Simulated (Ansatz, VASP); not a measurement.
**P: VASP beside Ansatz**

File INCAR:

```
SYSTEM = P
PREC     = Accurate       ! precision mode
ENCUT    = 600            ! plane-wave cutoff, eV
EDIFF    = 1E-6           ! SCF threshold, eV
ISMEAR   = 0              ! smearing method
SIGMA    = 0.1            ! smearing width, eV
LREAL    = .False.        ! projectors in reciprocal space
LASPH    = .True.         ! aspherical terms in the spheres
NELM     = 60             ! most SCF steps
ALGO     = Normal         ! electronic algorithm
ISIF     = 3              ! what is computed and relaxed
LWAVE    = .False.        ! write WAVECAR
LCHARG   = .False.        ! write CHGCAR
GGA      = PE             ! functional
IBRION   = 2              ! ionic algorithm
NSW      = 90             ! ionic steps
EDIFFG   = -0.04          ! ionic threshold
```

The input KPOINTS:

```
Automatic mesh
0
Gamma
  6 6 6
  0 0 0
```

POSCAR

```
P
1.0
    2.8324292800      1.6353038100      3.5778263000
   -2.8324292800      1.6353038100      3.5778263000
    0.0000000000     -3.2706076200      3.5778263000
P
7
Direct
    0.4157399000      0.1401304800      0.8131323700
    0.8131323700      0.4157399000      0.1401304800
    0.1401304800      0.8131323700      0.4157399000
    0.5842601000      0.8598695200      0.1868676300
    0.1868676300      0.5842601000      0.8598695200
    0.8598695200      0.1868676300      0.5842601000
    0.0000000000      0.0000000000      0.0000000000
```

Input for Ansatz:

```yaml
crystal:
  lattice:
    - [2.83242928, 1.63530381, 3.5778263]
    - [-2.83242928, 1.63530381, 3.5778263]
    - [0.0, -3.27060762, 3.5778263]
  atoms:
    - { symbol: P, position: [0.4157399, 0.14013048, 0.81313237] }
    - { symbol: P, position: [0.81313237, 0.4157399, 0.14013048] }
    - { symbol: P, position: [0.14013048, 0.81313237, 0.4157399] }
    - { symbol: P, position: [0.5842601, 0.85986952, 0.18686763] }
    - { symbol: P, position: [0.18686763, 0.5842601, 0.85986952] }
    - { symbol: P, position: [0.85986952, 0.18686763, 0.5842601] }
    - { symbol: P, position: [0.0, 0.0, 0.0] }
basis:
  ecutwfc: 420
kpoints:
  mp_grid: { grid: [6, 6, 6] }
hamiltonian:
  xc: pbe
scf:
  occupations: { method: gaussian, width: 0.1 }
  lower_state_search: "off"
output:
  forces: true
  stress: true
  eigenvalues: true
relax:
  adjacent_minimum: "off"
  f_tol: 0.04
  max_steps: 70
  cell: { stress_tol: 0.4 }
```

Alike in both runs: task relaxation of cell and atoms; functional PBE; k mesh 6 × 6 × 6; occupations gaussian, width 0.1 eV; no spin polarisation.

```csv
,VASP,Ansatz
version,VASP 6.6.1,Ansatz 0.2.0
potentials or method,"VASP PAW PBE potentials, release 64 (P), cutoff 600 eV","scalar-relativistic, plane waves, PAW"
valence electrons in the cell,35,35
```

```tsv
	VASP	Ansatz	Ansatz less VASP
gap on the k mesh at the Fermi level, each at its own relaxed structure (eV)	none	none	-
relaxed volume (Å³/atom)	18.45	18.34	-0.116
relaxed length of the cell vector where the two differ most in proportion (Å)	5.511	5.482	-0.0286
```

A gap of «none» marks a metal or a gap that the smearing closes.

Noted on VASP's run: the volume moved by over 15 % at a fixed basis, so the end points are rough.
